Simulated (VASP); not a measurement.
# Ti18B36F (a cell with a defect) in VASP: single point with PBE

Aim: the single point of Ti18B36F (a cell with a defect) with PBE.

Everything below comes from runs of VASP 6.6.1. Logs are shortened: lines on timing, memory, paths and dates and some standing lists are left out, and cuts for length are marked.

## 1. The cell of the first run

The cell holds a defect, 55 atoms: a = 9.095 Å, b = 9.095 Å, c = 6.448 Å, α = 90.00°, β = 90.00°, γ = 120.00°.

## 2. Single point, PBE

INCAR

```
PREC     = Accurate       # precision mode
ENCUT    = 520            # plane-wave cutoff, eV
EDIFF    = 1E-7           # SCF threshold, eV
ISMEAR   = 1              # smearing method
SIGMA    = 0.1            # smearing width, eV
LREAL    = Auto         
LASPH    = True           # aspherical terms in the spheres
NELM     = 60             # most SCF steps
ALGO     = Normal         # electronic algorithm
ISIF     = 2              # what is computed and relaxed
LWAVE    = False          # write WAVECAR
LCHARG   = False          # write CHGCAR
GGA      = PE             # functional
NBANDS   = 198            # bands
KPAR     = 2            
NCORE    = 2
```

KPOINTS

```
Automatic mesh
0
Gamma
  2 2 2
```

POSCAR

```
Ti18B36F
1.0
    9.0952570700      0.0000000900      0.0000000000
   -4.5476286100      7.8767236400      0.0000000000
    0.0000000000      0.0000000000      6.4483601600
Ti B F
18 36 1
Direct
   -0.0028055212     -0.0013934091     -0.0006365304
    0.0023405905      0.0011812680      0.5004092937
    0.0005961987      0.3331595508     -0.0016838875
    0.0005016314      0.3332628408      0.4975715875
    0.0005984640      0.6674613297     -0.0016836071
    0.0005034182      0.6672635698      0.4975726628
    0.3351432538     -0.0013983359     -0.0006310310
    0.3325667592      0.0011876309      0.5004029532
    0.3351458140      0.3365626957     -0.0006292311
    0.3325643818      0.3313974951      0.5004038544
    0.3113220358      0.6556702182     -0.0094940905
    0.3278819185      0.6639507191      0.4963202554
    0.6781013912      0.0224831370     -0.0095212267
    0.6698026890      0.0058562424      0.4963336109
    0.6662999914      0.3331583630     -0.0016893519
    0.6664890798      0.3332531932      0.4975636654
    0.6781041955      0.6556297016     -0.0095235356
    0.6698017746      0.6639643125      0.4963251381
    0.1115345285      0.2222208385      0.2489796395
    0.2224940662      0.1112581332      0.2469990489
    0.1116407418      0.2221159860      0.7502121784
    0.2224953657      0.1112593130      0.7510013891
    0.1101149842      0.5550673987      0.2479660409
    0.2215230327      0.4430781884      0.2501087420
    0.1087338113      0.5543800725      0.7437533716
    0.2212600194      0.4432136231      0.7467336520
    0.1115326108      0.8893328055      0.2489775740
    0.2215260254      0.7784668961      0.2501037105
    0.1116428551      0.8895489611      0.7502074931
    0.2212636055      0.7780696406      0.7467283254
    0.4444129877      0.2222164271      0.2489602685
    0.5552946519      0.1122267826      0.2500797141
    0.4441999703      0.2221073821      0.7502062555
    0.5556996648      0.1125023806      0.7467393038
    0.4397841025      0.5458333651      0.2707997380
    0.5552943045      0.4430829481      0.2500908139
    0.4445109055      0.5552743906      0.7440468364
    0.5556956545      0.4432079628      0.7467344063
    0.4397869605      0.8939712670      0.2707983205
    0.5558160470      0.7779182188      0.2919190127
    0.4445138795      0.8892532283      0.7440414218
    0.5558290554      0.7779250880      0.7104168895
    0.7786951958      0.2236579362      0.2479603895
    0.8906546026      0.1122174654      0.2500801007
    0.7793899614      0.2250411782      0.7437382436
    0.8905372007      0.1125007148      0.7467323212
    0.7786942872      0.5550567389      0.2479625315
    0.8891725639      0.4445974401      0.2500348047
    0.7793883230      0.5543672237      0.7437300920
    0.8891748169      0.4445969532      0.7447852378
    0.7879223594      0.8939721979      0.2708254279
    0.8906557289      0.7784584801      0.2500798745
    0.7784772970      0.8892476885      0.7440529448
    0.8905406380      0.7780599785      0.7467195655
    0.5558688730      0.7779362969      0.0496067945
```

Potentials or basis: VASP PAW PBE potentials, release 64 (Ti_sv, B, F).

Started as:

```console
$ cat potpaw_PBE.64/Ti_sv/POTCAR potpaw_PBE.64/B/POTCAR potpaw_PBE.64/F/POTCAR > POTCAR
$ mpirun -np 4 vasp_std > vasp.out
```

OUTCAR:

```text
PREC = Accurate
   ENCUT = 520
   EDIFF = 1E-7
   ISMEAR = 1
   LREAL = Auto
   LASPH = True
   NELM = 60
   ISIF = 2
   GGA = PE

 ion  position               nearest neighbor table
   1  0.997  0.999  0.999-  52 2.37  44 2.37  46 2.38  54 2.38  53 2.38  21 2.38  29 2.38  27 2.39
                            19 2.39  20 2.39  22 2.39  51 2.40
   2  0.002  0.001  0.500-  51 2.25  53 2.36  54 2.37  46 2.37  22 2.37  29 2.37  21 2.37  19 2.38
                            27 2.38  20 2.38  44 2.38  52 2.38
   3  0.001  0.333  0.998-  21 2.37  43 2.38  23 2.38  46 2.38  26 2.38  44 2.38  24 2.38  19 2.38
                            48 2.39  45 2.39  25 2.39  50 2.40  13 2.88  11 2.88
   4  0.001  0.333  0.498-  45 2.36  25 2.36  24 2.36  44 2.36  26 2.37  46 2.37  50 2.37  48 2.37
                            19 2.37  23 2.38  43 2.38  21 2.39
   5  0.001  0.667  0.998-  29 2.37  47 2.38  23 2.38  54 2.38  30 2.38  52 2.38  28 2.38  27 2.38
                            48 2.39  25 2.39  49 2.39  50 2.40  17 2.88  11 2.88
   6  0.001  0.667  0.498-  49 2.36  25 2.36  28 2.36  52 2.36  54 2.37  30 2.37  50 2.37  48 2.37
                            27 2.37  23 2.38  47 2.38  29 2.39
   7  0.335  0.999  0.999-  32 2.37  28 2.37  30 2.38  34 2.38  41 2.38  29 2.38  33 2.38  31 2.39
                            27 2.39  20 2.39  22 2.39  39 2.40
   8  0.333  0.001  0.500-  39 2.25  41 2.36  30 2.37  34 2.37  22 2.37  33 2.37  29 2.37  27 2.38
                            31 2.38  20 2.38  28 2.38  32 2.38
   9  0.335  0.337  0.999-  36 2.37  24 2.37  26 2.38  38 2.38  37 2.38  21 2.38  33 2.38  31 2.39
[... 47 lines left out ...]
  33  0.444  0.222  0.750-  38 1.74  34 1.74  22 1.75  15 2.37   8 2.37  10 2.37   7 2.38   9 2.38
                            16 2.39
  34  0.556  0.113  0.747-  33 1.74  41 1.76  45 1.76  13 2.30  16 2.37   8 2.37  14 2.37  15 2.38
                             7 2.38
  35  0.440  0.546  0.271-  24 1.73  36 1.73  40 1.83  10 2.25  12 2.32  18 2.32   9 2.40
  36  0.555  0.443  0.250-  35 1.73  31 1.74  47 1.76  18 2.36  16 2.36   9 2.37  17 2.37  15 2.38
                            10 2.38
  37  0.445  0.555  0.744-  26 1.76  38 1.76  42 1.77  10 2.36   9 2.38  18 2.39  12 2.39  17 2.44
                            11 2.44
  38  0.556  0.443  0.747-  33 1.74  37 1.76  49 1.76  17 2.30  16 2.37  10 2.37  18 2.37  15 2.38
                             9 2.38
  39  0.440  0.894  0.271-  32 1.73  28 1.73  40 1.83   8 2.25  12 2.32  14 2.32   7 2.40
  40  0.556  0.778  0.292-  55 1.56  39 1.83  35 1.83  51 1.83  12 2.23  18 2.23  14 2.23
  41  0.445  0.889  0.744-  34 1.76  30 1.76  42 1.77   8 2.36   7 2.38  14 2.39  12 2.39  13 2.44
                            11 2.44
  42  0.556  0.778  0.710-  41 1.77  53 1.77  37 1.77  14 2.26  18 2.26  12 2.26
  43  0.779  0.224  0.248-  48 1.74  44 1.76  32 1.76  13 2.30  14 2.35  16 2.38   4 2.38  15 2.38
                             3 2.38
  44  0.891  0.112  0.250-  51 1.73  19 1.74  43 1.76  14 2.36   4 2.36   1 2.37  13 2.37   3 2.38
                             2 2.38
  45  0.779  0.225  0.744-  50 1.73  46 1.76  34 1.76  13 2.25  14 2.35   4 2.36  16 2.36  15 2.39
                             3 2.39
  46  0.891  0.113  0.747-  21 1.74  53 1.76  45 1.76  13 2.30   4 2.37   2 2.37  14 2.37   3 2.38
                             1 2.38
  47  0.779  0.555  0.248-  48 1.74  36 1.76  52 1.76  17 2.30  18 2.35  16 2.38   6 2.38  15 2.38
                             5 2.38
  48  0.889  0.445  0.250-  47 1.74  43 1.74  23 1.74   4 2.37   6 2.37  16 2.37   3 2.39   5 2.39
                            15 2.39
  49  0.779  0.554  0.744-  50 1.73  54 1.76  38 1.76  17 2.25  18 2.35   6 2.36  16 2.36  15 2.39
                             5 2.39
  50  0.889  0.445  0.745-  45 1.73  49 1.73  25 1.73   4 2.37   6 2.37  16 2.37   3 2.40   5 2.40
                            15 2.40
  51  0.788  0.894  0.271-  44 1.73  52 1.73  40 1.83   2 2.25  18 2.32  14 2.32   1 2.40
  52  0.891  0.778  0.250-  51 1.73  27 1.74  47 1.76  18 2.36   6 2.36   1 2.37  17 2.37   5 2.38
                             2 2.38
  53  0.778  0.889  0.744-  54 1.76  46 1.76  42 1.77   2 2.36   1 2.38  14 2.39  18 2.39  13 2.44
                            17 2.44
  54  0.891  0.778  0.747-  29 1.74  53 1.76  49 1.76  17 2.30   6 2.37   2 2.37  18 2.37   5 2.38
                             1 2.38
  55  0.556  0.778  0.050-  40 1.56  17 1.96  11 1.96  13 1.96

  LATTYP: Found a hexagonal cell.
 ALAT       =     9.0952570700
 C/A-ratio  =     0.7089805280

  Lattice vectors:

 A1 = (   9.0952570700,   0.0000000900,   0.0000000000)
 A2 = (  -4.5476286100,   7.8767236400,   0.0000000000)
 A3 = (   0.0000000000,   0.0000000000,   6.4483601600)

Analysis of symmetry for initial positions (statically):
=====================================================================
 Subroutine PRICEL returns:
 Original cell was already a primitive cell.
[... 188 lines left out ...]
  0.500000  0.500000  0.000000      1.000000
  0.000000  0.000000  0.500000      1.000000
  0.500000  0.000000  0.500000      1.000000
  0.000000  0.500000  0.500000      1.000000
  0.500000  0.500000  0.500000      1.000000
   k-points           NKPTS =      8   k-points in BZ     NKDIM =      8   number of bands    NBANDS=    198
   number of dos      NEDOS =    301   number of ions     NIONS =     55
   total plane-waves  NPLWV = 235200
   dimension x,y,z NGX =    70 NGY =   70 NGZ =   48
   dimension x,y,z NGXF=   140 NGYF=  140 NGZF=   96
   ions per type =              18  36   1
   NGX,Y,Z   is equivalent  to a cutoff of  12.79, 12.79, 12.37 a.u.
   NGXF,Y,Z  is equivalent  to a cutoff of  25.59, 25.59, 24.75 a.u.
 SYSTEM =  unknown system
   PREC   = accura    normal or accurate (medium, high low for compatibility)
   ISTART =      0    job   : 0-new  1-cont  2-samecut
   ICHARG =      2    charge: 1-file 2-atom 10-const
   ISPIN  =      1    spin polarized calculation?
   LNONCOLLINEAR =      F non collinear calculations
   LSORBIT =      F    spin-orbit coupling
   LASPH  =      T    aspherical Exc in radial PAW
   ENCUT  =  520.0 eV  38.22 Ry    6.18 a.u.  16.91 16.91 11.99*2*pi/ulx,y,z
   NELM   =     60;   NELMIN=  2; NELMDL= -5     # of ELM steps
   EDIFF  = 0.1E-06   stopping-criterion for ELM
   LREAL  =      T    real-space projection
   EDIFFG = 0.1E-05   stopping-criterion for IOM
   NSW    =      0    number of steps for IOM
   IBRION =     -1    ionic relax: 0-MD 1-quasi-New 2-CG
   NFREE  =      0    steps in history (QN), initial steepest desc. (CG)
   ISIF   =      2    stress and relaxation
   ISYM   =      2    0-nonsym 1-usesym 2-fastsym
   POTIM  = 0.5000    time-step for ionic-motion
   TEBEG  =    0.0;   TEEND  =   0.0 temperature during run
   PSTRESS=    0.0 pullay stress
   NELECT =     331.0000    total number of electrons
   NUPDOWN=      -1.0000    fix difference up-down
   EMIN   =  10.00;   EMAX   =-10.00  energy-range for DOS
   EFERMI =   0.00;   METHOD = LEGACY
   ISMEAR =     1;   SIGMA  =   0.10  broadening in eV -4-tet -1-fermi 0-gaus
   EFERMI_NEDOS =   21; number of points for ismear=-14 and -15
   IALGO  =     38    algorithm
   IMIX   =      4    mixing-type and parameters
     AMIX     =   0.40;   BMIX     =  1.00
     AMIX_MAG =   1.60;   BMIX_MAG =  1.00
  volume/ion in A,a.u.               =       8.40        56.68
  Fermi-wavevector in a.u.,A,eV,Ry     =   1.464921  2.768299 29.198015  2.145994
  Thomas-Fermi vector in A             =   2.580839
   LORBIT       =      0    0 simple, 1 ext, 2 COOP (PROOUT), +10 PAW based schemes
   GGA     = PE    functional components
   LHFCALC =     F    Hartree Fock is set to
   AEXX    =    0.0000 exact exchange contribution
   IVDW    =     0    specifies the selected vdW correction
   LEPSILON=     F    determine dielectric tensor
   LRPA    =     F    only Hartree local field effects (RPA)
 non-spin polarized calculation
 Methfessel and Paxton  Order N= 1 SIGMA  =   0.10
  energy-cutoff  :      520.00
  volume of cell :      461.97
 maximum number of plane-waves:     12492
 NGX is ok and might be reduce to    70
   NGX = 33   NGY = 33   NGZ = 23

 number of electron     331.0000000 magnetization

 Free energy of the ion-electron system (eV)
  ---------------------------------------------------
  ext. energy  EPLUGINS =         0.00000000
  ---------------------------------------------------
  free energy    TOTEN  =      -437.33453712 eV

  energy without entropy =     -437.33897911  energy(sigma->0) =     -437.33601778

 E-fermi :  10.1308     XC(G=0): -12.8314

 val. band max:       10.1100051653   @ k =   0.0000   0.5000   0.0000
 cond. band min:      10.2438448453   @ k =   0.0000   0.0000   0.5000
 fundamental gap:      0.1338396800
 Fermi energy:        10.1307646042

 k-point     1 :       0.0000    0.0000    0.0000
  band No.  band energies     occupation
      1     -46.9993      2.00000
      2     -46.9869      2.00000
      3     -46.9865      2.00000
      4     -46.7525      2.00000
      5     -46.7497      2.00000
      6     -46.7333      2.00000
[... 1429 lines left out ...]
    176      11.4291     -0.00000
    177      11.5604     -0.00000
 [bands above 177 left out]

------------------------ aborting loop because EDIFF is reached ----------------------------------------

  FORCE on cell =-STRESS in cart. coord.  units (eV):
  Direction    XX          YY          ZZ          XY          YZ          ZX
  --------------------------------------------------------------------------------------
  -------------------------------------------------------------------------------------
  Total       20.2714425     20.2698812     17.6922147      0.0029335      0.0034307      0.0068570
  in kB       70.3048623     70.2994473     61.3596548      0.0101738      0.0118982      0.0237814
  external PRESSURE =      67.3213215 kB  Pullay stress =       0.0000000 kB

 VOLUME and BASIS-vectors are now :
 -----------------------------------------------------------------------------
  energy-cutoff  :      520.00
  volume of cell :      461.97
      direct lattice vectors                 reciprocal lattice vectors
     9.095257070  0.000000090  0.000000000     0.109947414  0.063478170  0.000000000
    -4.547628610  7.876723640  0.000000000    -0.000000001  0.126956339  0.000000000
     0.000000000  0.000000000  6.448360160     0.000000000  0.000000000  0.155078187

 POSITION                                       TOTAL-FORCE (eV/Angst)
 -----------------------------------------------------------------------------------
      4.52845      7.86575      6.44426        -0.001928     -0.000783      0.007997
      0.01592      0.00930      3.22682         0.002338      0.001546      0.001354
     -1.50966      2.62421      6.43750        -0.001600      0.000169      0.004554
     -1.51099      2.62502      3.20852        -0.000711     -0.001581     -0.000816
     -3.02992      5.25741      6.43750        -0.000171     -0.001468      0.004631
     -3.02989      5.25585      3.20853        -0.001058     -0.001240     -0.001341
[... 47 lines left out ...]
      4.56137      6.12856      4.81512         0.001728      0.002714      0.000008
      1.51800      6.12759      0.31988         0.000251      0.000924     -0.031109
 -----------------------------------------------------------------------------------
    total drift:                               -0.064447     -0.039936     -0.019722

  FREE ENERGIE OF THE ION-ELECTRON SYSTEM (eV)
  ---------------------------------------------------
  free  energy   TOTEN  =      -437.3345371188 eV

  energy  without entropy=     -437.3389791125  energy(sigma->0) =     -437.33601778
```

It took 17 min on 4 MPI ranks of Intel Xeon Platinum 8375C at 2.90GHz (Ice Lake), shared host; peak memory 0.5 GiB.

What came out:

```yaml
Free_energy: -437.3345 eV
Pressure: 6.7 GPa
Largest_force: 0.071 eV/Å
Band_gap_on_the_k_mesh: zero (an odd number of electrons rules out a gap without spin polarisation)
```

Forces in eV/Å, atoms in the order of the input:
```
Ti  -0.002 -0.001  0.008
Ti   0.002  0.002  0.001
Ti  -0.002  0.000  0.005
Ti  -0.001 -0.002 -0.001
Ti   0.000 -0.001  0.005
Ti  -0.001 -0.001 -0.001
Ti  -0.001 -0.011  0.004
Ti  -0.013  0.000 -0.002
Ti  -0.010  0.005  0.003
Ti  -0.006 -0.012 -0.002
Ti  -0.057 -0.032 -0.019
Ti   0.003  0.001  0.006
Ti   0.002  0.054 -0.020
Ti  -0.002  0.000  0.009
Ti   0.003  0.002 -0.014
Ti   0.002  0.001 -0.005
Ti   0.049 -0.024 -0.021
Ti  -0.001 -0.002  0.010
B    0.003 -0.003  0.001
B    0.000  0.000  0.007
B    0.000  0.000  0.001
B    0.000 -0.001  0.002
B   -0.003 -0.002  0.002
B   -0.001  0.003 -0.003
B    0.001  0.000  0.000
B    0.002  0.002  0.000
B   -0.001  0.004  0.001
B    0.002 -0.003 -0.003
B    0.000  0.000  0.002
B    0.002  0.001  0.000
B    0.000  0.000  0.002
B    0.003  0.001 -0.001
B    0.004  0.002  0.001
B    0.000  0.000 -0.004
B    0.000  0.004 -0.003
B    0.002  0.002 -0.002
B    0.001  0.003 -0.002
B    0.000  0.001 -0.004
B    0.003 -0.003 -0.003
B    0.002  0.001  0.071
B    0.002  0.000 -0.001
B    0.001  0.000 -0.002
B    0.000  0.002  0.004
B    0.002  0.004 -0.001
B    0.000 -0.001  0.000
B    0.004  0.000 -0.001
B    0.002 -0.001  0.003
B    0.001  0.001  0.005
B   -0.001  0.001  0.000
B    0.001  0.001  0.000
B   -0.002 -0.001 -0.003
B    0.004  0.000 -0.001
B    0.001  0.000 -0.002
B    0.002  0.003  0.000
F    0.000  0.001 -0.031
```

Levels at points of the mesh, in eV from the Fermi level:
| k point | band 161 | band 162 | band 163 | band 164 | band 165 | band 166 | band 167 | band 168 | band 169 | band 170 |
| --- | --- | --- | --- | --- | --- | --- | --- | --- | --- | --- |
| (0.00, 0.00, 0.00) | -1.58 | -1.14 | -0.56 | -0.56 | -0.17 | -0.17 | 0.15 | 0.54 | 0.54 | 1.21 |
| (0.50, 0.00, 0.00) | -0.61 | -0.59 | -0.54 | -0.34 | -0.31 | -0.14 | -0.02 | 0.15 | 0.24 | 0.70 |
| (0.00, 0.50, 0.00) | -0.61 | -0.59 | -0.54 | -0.34 | -0.31 | -0.14 | -0.02 | 0.15 | 0.24 | 0.70 |
| (0.50, 0.50, 0.00) | -0.61 | -0.59 | -0.54 | -0.34 | -0.31 | -0.14 | -0.02 | 0.15 | 0.24 | 0.70 |
| (0.00, 0.00, 0.50) | -1.51 | -1.32 | -1.32 | 0.11 | 0.38 | 0.53 | 0.53 | 0.67 | 0.67 | 0.69 |
| (0.50, 0.00, 0.50) | -0.75 | -0.72 | -0.63 | -0.57 | -0.42 | 0.26 | 0.30 | 0.38 | 0.55 | 0.69 |
| (0.00, 0.50, 0.50) | -0.75 | -0.72 | -0.63 | -0.57 | -0.42 | 0.26 | 0.30 | 0.38 | 0.55 | 0.69 |
| (0.50, 0.50, 0.50) | -0.75 | -0.72 | -0.63 | -0.57 | -0.42 | 0.26 | 0.30 | 0.38 | 0.55 | 0.69 |

Caveat: the k points lie up to 0.49 Å⁻¹ apart, too coarse for converged energies and pressures of a metal; an odd number of electrons without spin polarisation forces a metal; a magnetic or distorted state may lie lower.

The gap in the log of VASP goes by the Fermi energy; the results here count the filled bands.